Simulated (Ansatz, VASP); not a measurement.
## One calculation of TaSi2, two programs

```
Ta Si
1.0
     4.80602    0.00000    0.00000
    -2.40301    4.16214    0.00000
     0.00000    0.00000    6.59953
Ta Si
3 6
Direct
  0.45506 0.00000 0.93454
  0.50000 0.50000 0.66667
  0.00000 0.50000 0.33333
  0.15892 0.31783 0.00000
  0.84108 0.15892 0.66667
  0.68217 0.84108 0.33333
  0.84108 0.68217 0.00000
  0.15892 0.84108 0.66667
  0.31783 0.15892 0.33333
```

Alike in both runs: task single point; functional PBE; k mesh 9 × 9 × 6; occupations gaussian, width 0.15 eV; no spin polarisation.

```csv
,VASP,Ansatz
version,VASP 6.6.1,Ansatz 0.2.0
potentials or method,"VASP PAW PBE potentials, release 64 (Ta_pv, Si), cutoff 520 eV","scalar-relativistic, plane waves, PAW"
valence electrons in the cell,57,63
```

```csv
,VASP,Ansatz,Ansatz less VASP
gap on the k mesh at the Fermi level (eV),none,none,-
pressure (GPa),8.1,8.1,0.00
"traceless stress, the component that is largest in VASP (GPa)",6.85,6.86,+0.014
rms of the force components (eV/Å),2.494,2.495,+0.0009
```

Atom by atom the forces differ by 0.003 eV/Å (rms over components). A gap of «none» marks a metal or a gap that the smearing closes. VASP's potentials hold 57 valence electrons a cell and Ansatz's 63, so a difference there can come from the potentials and not from the codes.

Neither program's run includes spin-orbit coupling.
